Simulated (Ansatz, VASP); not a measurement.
**NaF: VASP beside Ansatz**

The input POSCAR:

```
NaF
1.0
    0.0000000000      2.2536010000      2.2536010000
    2.2536010000      0.0000000000      2.2536010000
    2.2536010000      2.2536010000      0.0000000000
Na F
1 1
Direct
    0.0000000000      0.0000000000      0.0000000000
    0.5000000000      0.5000000000      0.5000000000
```

INCAR.step1

```
SYSTEM = NaF
ALGO = Normal ; EDIFF = 1E-4
ENCUT = 520 ; GGA = PE
ISMEAR = 0 ; LASPH = .True.
LCHARG = .False. ; LREAL = .False.
LWAVE = .True. ; NBANDS = 14
NELM = 80 ; PREC = Accurate
SIGMA = 0.05
```

Contents of INCAR.step2:

```
SYSTEM = NaF
ALGO = Normal ; EDIFF = 1E-6
ENCUT = 520 ; ISIF = 2
ISMEAR = 0 ; ISTART = 1
LASPH = .True. ; LCHARG = .False.
LMIXTAU = .True. ; LREAL = .False.
LWAVE = .False. ; METAGGA = R2SCAN
NBANDS = 14 ; NELM = 80
PREC = Accurate ; SIGMA = 0.05
```

KPOINTS

```
k-points
0
Gamma
  8 8 8
  0 0 0
```

Input for Ansatz:

```yaml
crystal:
  lattice:
    - [0.0, 2.253601, 2.253601]
    - [2.253601, 0.0, 2.253601]
    - [2.253601, 2.253601, 0.0]
  atoms:
    - { symbol: Na, position: [0.0, 0.0, 0.0] }
    - { symbol: F, position: [0.5, 0.5, 0.5] }
basis:
  ecutwfc: 500
kpoints:
  mp_grid: { grid: [8, 8, 8] }
hamiltonian:
  xc: r2scan
scf:
  occupations: { method: gaussian, width: 0.05 }
output:
  forces: true
  stress: true
  eigenvalues: true
```

Change from the starting cell: strain -0.030 along x and y, -0.030 along z, atoms carried along.

Alike in both runs: task single point; functional r2SCAN; k mesh 8 × 8 × 8; occupations gaussian, width 0.05 eV; no spin polarisation.

|  | VASP | Ansatz |
| --- | --- | --- |
| version | VASP 6.6.1 | Ansatz 0.2.0 |
| potentials or method | VASP PAW PBE potentials, release 64 (Na_pv, F), cutoff 520 eV | scalar-relativistic, plane waves, PAW |
| valence electrons in the cell | 14 | 16 |

Ansatz gave:

* gap on the k mesh at the Fermi level (eV): 7.63
* least direct gap on the mesh (eV): 7.63
* pressure (GPa): 3.6

Question: Estimate VASP's values.

Answer: gap on the k mesh at the Fermi level (eV): 7.67; least direct gap on the mesh (eV): 7.67; pressure (GPa): 2.9.

VASP's potentials were made for PBE, not for r2SCAN. With one functional, cell and mesh, what is left measures potentials, basis and numerics. VASP's potentials hold 14 valence electrons a cell and Ansatz's 16, so a difference there can come from the potentials and not from the codes.
